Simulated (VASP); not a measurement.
# SiC (P6_3mc) in VASP: elastic constants with PBE

Aim: the elastic constants of SiC with PBE.

All numbers are computed with VASP 6.6.1; they aren't measurements. Logs are shortened: lines on timing, memory, paths and dates and some standing lists are left out, and cuts for length are marked.

### Step 1. The cell of the first run

The structure is hexagonal, space group P6_3mc (No. 186). Conventional cell: a = 3.044 Å, b = 3.044 Å, c = 4.994 Å, α = 90.00°, β = 90.00°, γ = 120.00°. Within 2.5 Å of Si (site symmetry 3m) lie 4 C at 1.86 to 1.88 Å. C (site symmetry 3m) has 4 Si at 1.86 to 1.88 Å within 2.5 Å.

### Step 2. Elastic constants, PBE

INCAR reads:

```
PREC = Accurate
ENCUT = 600
EDIFF = 1E-8
ISMEAR = 0
SIGMA = 0.01
LREAL = False
LASPH = True
NELM = 80
ALGO = Normal
ISIF = 3
LWAVE = False
LCHARG = False
GGA = PE
NBANDS = 16
IBRION = 6
NFREE = 2
POTIM = 0.015
NSW = 1
```

KPOINTS reads:

```
Automatic mesh
0
Gamma
  12 12 6
```

POSCAR reads:

```
SiC
1.0
    3.0442778767      0.0000000000      0.0000000000
   -1.5221389383      2.6364219774      0.0000000000
    0.0000000000      0.0000000000      4.9940252691
Si C
2 2
Direct
    0.3333333333      0.6666666667      0.0046034502
    0.6666666667      0.3333333333      0.5046034502
    0.3333333333      0.6666666667      0.3803965498
    0.6666666667      0.3333333333      0.8803965498
```

Potentials or basis: VASP PAW PBE potentials, release 64 (Si, C).

Launch:

```console
> cat potpaw_PBE.64/Si/POTCAR potpaw_PBE.64/C/POTCAR > POTCAR
> mpirun -np 1 vasp_std > vasp.out
```

OUTCAR:

```text
PREC = Accurate
   ENCUT = 600
   EDIFF = 1E-8
   ISMEAR = 0
   LREAL = False
   LASPH = True
   NELM = 80
   ISIF = 3
   GGA = PE
   IBRION = 6
   NFREE = 2
   POTIM = 0.015
   NSW = 1

 ion  position               nearest neighbor table
   1  0.333  0.667  0.005-   4 1.86   4 1.86   4 1.86   3 1.88   2 3.05   2 3.05   2 3.05   2 3.05
                             2 3.05   2 3.05
   2  0.667  0.333  0.505-   3 1.86   3 1.86   3 1.86   4 1.88   1 3.05   1 3.05   1 3.05   1 3.05
                             1 3.05   1 3.05
   3  0.333  0.667  0.380-   2 1.86   2 1.86   2 1.86   1 1.88
   4  0.667  0.333  0.880-   1 1.86   1 1.86   1 1.86   2 1.88

  LATTYP: Found a hexagonal cell.
 ALAT       =     3.0442778767
 C/A-ratio  =     1.6404630166

  Lattice vectors:

 A1 = (   3.0442778767,   0.0000000000,   0.0000000000)
 A2 = (  -1.5221389383,   2.6364219774,   0.0000000000)
 A3 = (   0.0000000000,   0.0000000000,   4.9940252691)

Analysis of symmetry for initial positions (statically):
=====================================================================
 Subroutine PRICEL returns:
 Original cell was already a primitive cell.

 Routine SETGRP: Setting up the symmetry group for a
 hexagonal supercell.

 Subroutine GETGRP returns: Found 12 space group operations
 (whereof  6 operations were pure point group operations)
 out of a pool of 24 trial point group operations.

The static configuration has the point symmetry C_3v.
 The point group associated with its full space group is C_6v.

Analysis of symmetry for dynamics (positions and initial velocities):
=====================================================================
 Subroutine PRICEL returns:
 Original cell was already a primitive cell.

 Routine SETGRP: Setting up the symmetry group for a
 hexagonal supercell.

 Subroutine GETGRP returns: Found 12 space group operations
 (whereof  6 operations were pure point group operations)
 out of a pool of 24 trial point group operations.

The dynamic configuration has the point symmetry C_3v.
 The point group associated with its full space group is C_6v.

 Subroutine INISYM returns: Found 12 space group operations
 (whereof  6 operations are pure point group operations),
 and found     1 'primitive' translations

----------------------------------------------------------------------------------------

                                     Primitive cell

  volume of cell :      40.0821

  direct lattice vectors                    reciprocal lattice vectors
     3.044277877  0.000000000  0.000000000     0.328485125  0.189650976  0.000000000
    -1.522138938  2.636421977  0.000000000     0.000000000  0.379301951  0.000000000
     0.000000000  0.000000000  4.994025269     0.000000000  0.000000000  0.200239275

  length of vectors
     3.044277877  3.044277877  4.994025269     0.379301951  0.379301951  0.200239275

  position of ions in fractional coordinates (direct lattice)
     0.333333333  0.666666667  0.004603450
     0.666666667  0.333333333  0.504603450
     0.333333333  0.666666667  0.380396550
     0.666666667  0.333333333  0.880396550

  ion indices of the primitive-cell ions
   primitive index   ion index
                 1           1
[... 122 lines left out ...]
  free energy    TOTEN  =       -30.04972157 eV

  energy without entropy =      -30.04972157  energy(sigma->0) =      -30.04972157

------------------------ aborting loop because EDIFF is reached ----------------------------------------

  FORCE on cell =-STRESS in cart. coord.  units (eV):
  Direction    XX          YY          ZZ          XY          YZ          ZX
  --------------------------------------------------------------------------------------
  -------------------------------------------------------------------------------------
  Total        2.6964311      2.6964311      2.7003865      0.0000000     -0.0000000     -0.0000000
  in kB      107.7829222    107.7829222    107.9410290      0.0000000     -0.0000000     -0.0000000
  external PRESSURE =     107.8356245 kB  Pullay stress =       0.0000000 kB
[... 95 lines left out ...]
  FREE ENERGIE OF THE ION-ELECTRON SYSTEM (eV)
  ---------------------------------------------------
  free  energy   TOTEN  =       -29.9915070615 eV

  energy  without entropy=      -29.9915070615  energy(sigma->0) =      -29.99150706

[... ionic steps 4 to 18 ...]

--------------------------------------- Ionic step       19  -------------------------------------------

 number of electron      15.9999998 magnetization

------------------------ aborting loop because EDIFF is reached ----------------------------------------
[... 71 lines left out ...]
--------------------------------------- Ionic step       21  -------------------------------------------

 number of electron      15.9999998 magnetization

 Free energy of the ion-electron system (eV)
  ---------------------------------------------------
  ext. energy  EPLUGINS =         0.00000000
  ---------------------------------------------------
  free energy    TOTEN  =       -30.04673733 eV

  energy without entropy =      -30.04673733  energy(sigma->0) =      -30.04673733

 E-fermi :   8.6904     XC(G=0): -11.4884

 val. band max:        8.6408022763   @ k =   0.0000   0.0000   0.0000
 cond. band min:      10.8065569093   @ k =   0.3333   0.3333   0.0000
 fundamental gap:      2.1657546330
 Fermi energy:         8.6904174381

 k-point     1 :       0.0000    0.0000    0.0000
  band No.  band energies     occupation
      1      -7.2020      2.00000
      2      -3.5022      2.00000
      3      -0.2845      2.00000
      4       7.3007      2.00000
      5       7.3007      2.00000
      6       8.4647      2.00000
[... 433 lines left out ...]
      3       1.1916      2.00000
      4       2.8462      2.00000
      5       3.8111      2.00000
      6       5.7281      2.00000
[... 8 lines left out ...]
     15      20.2171      0.00000
     16      20.9522      0.00000

 [... further k-points ...]

------------------------ aborting loop because EDIFF is reached ----------------------------------------

  FORCE on cell =-STRESS in cart. coord.  units (eV):
  Direction    XX          YY          ZZ          XY          YZ          ZX
  --------------------------------------------------------------------------------------
  -------------------------------------------------------------------------------------
  Total        2.6055929      2.6055929      2.8880788      0.0000000      0.0000000      0.0000000
  in kB      104.1518976    104.1518976    115.4435504      0.0000000      0.0000000      0.0000000
  external PRESSURE =     107.9157819 kB  Pullay stress =       0.0000000 kB
[... 19 lines left out ...]
  FREE ENERGIE OF THE ION-ELECTRON SYSTEM (eV)
  ---------------------------------------------------
  free  energy   TOTEN  =       -30.0467373281 eV

  energy  without entropy=      -30.0467373281  energy(sigma->0) =      -30.04673733

 INTERNAL STRAIN TENSORS FROM STRAINED CELLS
 ============================================

 INTERNAL STRAIN TENSOR FOR ION    1 for displacements in x,y,z  (eV/Angst):
          X           Y           Z          XY          YZ          ZX
  --------------------------------------------------------------------------------
  x    -0.00000     0.00000    -0.00000    -9.38757    -0.00000    -6.87315
  y    -9.40614     9.43436     0.00000    -0.00002    -6.86667    -0.00001
  z    -6.14452    -6.15133    11.89695     0.00026    -0.00443    -0.00003

 INTERNAL STRAIN TENSORS FROM DISPLACED ATOMS
 ============================================

 INTERNAL STRAIN TENSOR FOR ION    1 for displacements in x,y,z  (eV/Angst):
          X           Y           Z          XY          YZ          ZX
  --------------------------------------------------------------------------------
  x    -0.00000     0.00000    -0.00000    -9.39500    -0.00000    -6.87393
  y    -9.39500     9.39500     0.00000     0.00000    -6.87393    -0.00000
  z    -6.12608    -6.12608    11.83093    -0.00000     0.00000    -0.00000

 INTERNAL STRAIN TENSOR FOR ION    4 for displacements in x,y,z  (eV/Angst):
          X           Y           Z          XY          YZ          ZX
  --------------------------------------------------------------------------------
  x     0.00000    -0.00000    -0.00000    11.17926     0.00000     6.87472
  y    11.17926   -11.17926     0.00000    -0.00000     6.87472     0.00000
  z     6.12691     6.12691   -11.83324     0.00000     0.00000     0.00000

 Eigenvectors and eigenvalues of the dynamical matrix
 ----------------------------------------------------

   1 f  =   25.806378 THz   162.146256 2PiTHz  860.808120 cm-1   106.726557 meV
             X         Y         Z           dx          dy          dz
     -0.000000  1.757615  0.022990    -0.000000   -0.000000    0.022601
      1.522139  0.878807  2.520002    -0.000000   -0.000000   -0.022601
     -0.000000  1.757615  1.899710     0.000000    0.000000   -0.706746
      1.522139  0.878807  4.396723     0.000000    0.000000    0.706746
[... 71 lines left out ...]
  12 f/i=    0.000525 THz     0.003297 2PiTHz    0.017505 cm-1     0.002170 meV
             X         Y         Z           dx          dy          dz
     -0.000000  1.757615  0.022990    -0.386696    0.447971    0.000000
      1.522139  0.878807  2.520002    -0.386696    0.447971    0.000000
     -0.000000  1.757615  1.899710    -0.252896    0.292970    0.000000
      1.522139  0.878807  4.396723    -0.252896    0.292970    0.000000

--------------------------------------------------------------------------------------------------------

 ELASTIC MODULI CONTR FROM IONIC RELAXATION (kBar)
 Direction    XX          YY          ZZ          XY          YZ          ZX
 --------------------------------------------------------------------------------
 XX        -633.6179    323.3374    299.6220     -0.0000      0.0000      0.0000
 YY         323.3374   -633.6179    299.6220     -0.0000     -0.0000     -0.0000
 ZZ         299.6220    299.6220   -578.6593      0.0000      0.0000     -0.0000
 XY          -0.0000     -0.0000      0.0000   -478.4777      0.0000     -0.0000
 YZ           0.0000     -0.0000      0.0000      0.0000   -181.4627     -0.0000
 ZX           0.0000     -0.0000     -0.0000      0.0000     -0.0000   -181.4627
 --------------------------------------------------------------------------------

 TOTAL ELASTIC MODULI (kBar)
 Direction    XX          YY          ZZ          XY          YZ          ZX
 --------------------------------------------------------------------------------
 XX        5384.1150   1284.7473    679.3351      0.0000      0.0000      0.0000
 YY        1284.7473   5384.1150    679.3351      0.0000     -0.0000     -0.0000
 ZZ         679.3351    679.3351   5847.1378      0.0000      0.0000     -0.0000
 XY           0.0000      0.0000      0.0000   2049.6839      0.0000     -0.0000
 YZ           0.0000     -0.0000      0.0000      0.0000   1552.4958      0.0000
 ZX           0.0000     -0.0000     -0.0000      0.0000      0.0000   1552.4958
 --------------------------------------------------------------------------------
```

Wall time 9.9 min (1 thread of Intel Xeon 6975P-C (Granite Rapids), shared host); peak memory 0.59 GiB.

Results:

```
Voigt bulk modulus                                      : 243 GPa
Highest phonon frequency at Γ, LO-TO splitting left out : 861 cm⁻¹
```

Phonon frequencies in cm⁻¹ (negative: imaginary):
```csv
q point,frequencies
"(0.000, 0.000, 0.000)",0 0 0 255 255 609 790 790 791 820 820 861
```

Elastic tensor in Voigt notation (GPa, in the Cartesian axes of the cell as first typed):
```
538 128  68   0   0   0
128 538  68   0   0   0
 68  68 585   0   0   0
  0   0   0 155   0   0
  0   0   0   0 155   0
  0   0   0   0   0 205
```

Clamped-ion elastic tensor (GPa):
```
602  96  38   0   0   0
 96 602  38   0   0   0
 38  38 643   0   0   0
  0   0   0 173   0   0
  0   0   0   0 173   0
  0   0   0   0   0 253
```

Caveat: the cell is under stress, which shifts elastic constants.
